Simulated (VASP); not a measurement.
## Ba2Be: single point with PBE

Ba2Be:

```xyz
6
Lattice="6.9049 0.0000 0.0000 0.0000 6.9049 0.0000 0.0000 0.0000 6.9049" Properties=species:S:1:pos:R:3 pbc="T T T"
Ba    1.7262    1.7262    5.1787
Ba    5.1787    1.7262    1.7262
Ba    1.7262    5.1787    1.7262
Ba    5.1787    5.1787    5.1787
Be    3.4525    3.4525    3.4525
Be    0.0000    0.0000    0.0000
```

The cell was generated, and may not be a known phase.

```yaml
Program: VASP 6.6.1
Task: single point
Functional: PBE
Potentials_or_basis: VASP PAW PBE potentials, release 64 (Ba_sv, Be)
Cutoff: 520 eV
k_mesh: 4 × 4 × 4
Occupations: gaussian, width 0.1 eV
Spin: no spin polarisation
```

| Property | Result |
| --- | --- |
| Pressure | 0.4 GPa |
| Band gap on the k mesh | zero (bands 22 and 23 overlap by 0.23 eV) |

Levels at points of the mesh, in eV from the Fermi level:
```csv
k point,band 19,band 20,band 21,band 22,band 23,band 24,band 25,band 26
"(0.00, 0.00, 0.00)",-1.13,-1.13,-1.13,-1.09,0.20,0.20,0.91,0.91
"(0.50, 0.00, 0.00)",-0.57,-0.57,-0.33,-0.33,-0.02,-0.02,0.33,0.33
"(0.50, 0.50, 0.00)",-1.06,-1.06,-0.02,-0.02,0.28,0.28,0.32,0.32
"(0.50, 0.50, 0.50)",-1.06,-1.06,-1.06,0.21,0.21,0.21,0.31,0.31
```

Wall time 2.2 min on 1 thread of Oxide Virtual Turin-like Processor, on a shared host, peak memory 0.38 GiB.

Caveat: spin-orbit coupling is left out, which moves the levels of the heavy elements.
